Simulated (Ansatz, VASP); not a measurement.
Al6Pt: VASP beside Ansatz

File INCAR:

```
PREC     = Accurate       # precision mode
ENCUT    = 500            # plane-wave cutoff, eV
EDIFF    = 1E-7           # SCF threshold, eV
ISMEAR   = 0              # smearing method
SIGMA    = 0.1            # smearing width, eV
LREAL    = F              # projectors in reciprocal space
LASPH    = T              # aspherical terms in the spheres
NELM     = 120            # most SCF steps
ALGO     = Normal         # electronic algorithm
ISIF     = 3              # what is computed and relaxed
LWAVE    = F              # write WAVECAR
LCHARG   = F              # write CHGCAR
GGA      = PE             # functional
IBRION   = 2              # ionic algorithm
NSW      = 90             # ionic steps
EDIFFG   = -0.04          # ionic threshold
GGA_COMPAT= F            
NELMIN   = 4
```

The input KPOINTS:

```
regular mesh
0
Gamma
  3 3 6
```

File POSCAR:

```
Al6Pt
1.0
    7.8236100711      0.0000000000      0.0000000000
   -3.9118050355      6.7754450708      0.0000000000
    0.0000000000      0.0000000000      2.7547139735
Al Pt
6 1
Direct
    0.3316237457      0.0000000000      0.0000000000
    0.0000000000      0.3316237457      0.0000000000
    0.6683762543      0.6683762543      0.0000000000
    0.6683762543      0.0000000000      0.0000000000
    0.0000000000      0.6683762543      0.0000000000
    0.3316237457      0.3316237457      0.0000000000
    0.0000000000      0.0000000000      0.5000000000
```

Input for Ansatz:

```yaml
crystal:
  lattice:
    - [7.8236100711, 0.0, 0.0]
    - [-3.9118050355, 6.7754450708, 0.0]
    - [0.0, 0.0, 2.7547139735]
  atoms:
    - { symbol: Al, position: [0.3316237457, 0.0, 0.0] }
    - { symbol: Al, position: [0.0, 0.3316237457, 0.0] }
    - { symbol: Al, position: [0.6683762543, 0.6683762543, 0.0] }
    - { symbol: Al, position: [0.6683762543, 0.0, 0.0] }
    - { symbol: Al, position: [0.0, 0.6683762543, 0.0] }
    - { symbol: Al, position: [0.3316237457, 0.3316237457, 0.0] }
    - { symbol: Pt, position: [0.0, 0.0, 0.5] }
basis:
  ecutwfc: 420
kpoints:
  mp_grid: { grid: [3, 3, 6] }
hamiltonian:
  xc: pbe
scf:
  occupations: { method: gaussian, width: 0.1 }
  lower_state_search: "off"
output:
  forces: true
  stress: true
  eigenvalues: true
relax:
  adjacent_minimum: "off"
  f_tol: 0.04
  max_steps: 70
  cell: { stress_tol: 0.4 }
```

Alike in both runs: task relaxation of cell and atoms; functional PBE; k mesh 3 × 3 × 6; occupations gaussian, width 0.1 eV; no spin polarisation.

|  | VASP | Ansatz |
| --- | --- | --- |
| version | VASP 6.6.1 | Ansatz 0.2.0 |
| potentials or method | VASP PAW PBE potentials, release 64 (Al, Pt), cutoff 500 eV | scalar-relativistic, plane waves, PAW |
| valence electrons in the cell | 28 | 36 |

```tsv
	VASP	Ansatz	Ansatz less VASP
gap on the k mesh at the Fermi level, each at its own relaxed structure (eV)	none	none	-
relaxed volume (Å³/atom)	20.86	20.87	+0.013
relaxed cell length with the largest relative difference (Å)	2.792	2.775	-0.0169
```

A gap of «none» marks a metal or a gap that the smearing closes. VASP's potentials hold 28 valence electrons a cell and Ansatz's 36, so a difference there can come from the potentials and not from the codes.

The k mesh is coarse, so the values compare programs but aren't converged. Spin-orbit coupling is off throughout.
